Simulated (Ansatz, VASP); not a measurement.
## Two plane-wave programs on LiSb2

Contents of INCAR:

```
PREC = Accurate ; ENCUT = 600
EDIFF = 1E-6 ; ISMEAR = 0
SIGMA = 0.1 ; LREAL = False
LASPH = True ; NELM = 100
ALGO = Normal ; ISIF = 3
LWAVE = False ; LCHARG = False
GGA = PE ; IBRION = 2
NSW = 90 ; EDIFFG = -0.04
```

The input KPOINTS:

```
Automatic mesh
0
Gamma
  6 6 6
```

Contents of POSCAR:

```
LiSb2
1.0
   -2.0418104683      2.0418104683      4.5156011033
    2.0418104683     -2.0418104683      4.5156011033
    2.0418104683      2.0418104683     -4.5156011033
Li Sb
1 2
Direct
    0.5000000000      0.5000000000      0.0000000000
    0.1737993939      0.1737993939      0.0000000000
    0.8262006061      0.8262006061      0.0000000000
```

Input for Ansatz:

```yaml
crystal:
  lattice:
    - [-2.0418104683, 2.0418104683, 4.5156011033]
    - [2.0418104683, -2.0418104683, 4.5156011033]
    - [2.0418104683, 2.0418104683, -4.5156011033]
  atoms:
    - { symbol: Li, position: [0.5, 0.5, 0.0] }
    - { symbol: Sb, position: [0.1737993939, 0.1737993939, 0.0] }
    - { symbol: Sb, position: [0.8262006061, 0.8262006061, 0.0] }
basis:
  ecutwfc: 420
kpoints:
  mp_grid: { grid: [6, 6, 6] }
hamiltonian:
  xc: pbe
scf:
  occupations: { method: gaussian, width: 0.1 }
  lower_state_search: "off"
output:
  forces: true
  stress: true
  eigenvalues: true
relax:
  adjacent_minimum: "off"
  f_tol: 0.04
  max_steps: 70
  cell: { stress_tol: 0.4 }
```

Alike in both runs: task relaxation of cell and atoms; functional PBE; k mesh 6 × 6 × 6; occupations gaussian, width 0.1 eV; no spin polarisation.

|  | VASP | Ansatz |
| --- | --- | --- |
| version | VASP 6.6.1 | Ansatz 0.2.0 |
| potentials or method | VASP PAW PBE potentials, release 64 (Li_sv, Sb), cutoff 600 eV | scalar-relativistic, plane waves, PAW |
| valence electrons in the cell | 13 | 33 |

|  | VASP | Ansatz | Ansatz less VASP |
| --- | --- | --- | --- |
| gap on the k mesh at the Fermi level, each at its own relaxed structure (eV) | none | none | - |
| relaxed volume (Å³/atom) | 25.16 | 25.46 | +0.292 |
| relaxed length of the cell vector where the two differ most in proportion (Å) | 5.598 | 5.600 | +0.0030 |

A gap of «none» marks a metal or a gap that the smearing closes. VASP's potentials hold 13 valence electrons a cell and Ansatz's 33, so a difference there can come from the potentials and not from the codes.

The k mesh is coarse, so the values compare programs but aren't converged. Neither program's run includes spin-orbit coupling. Noted on VASP's run: the cutoff is under 1.25 times that of the potentials, so the pressure is a little rough.
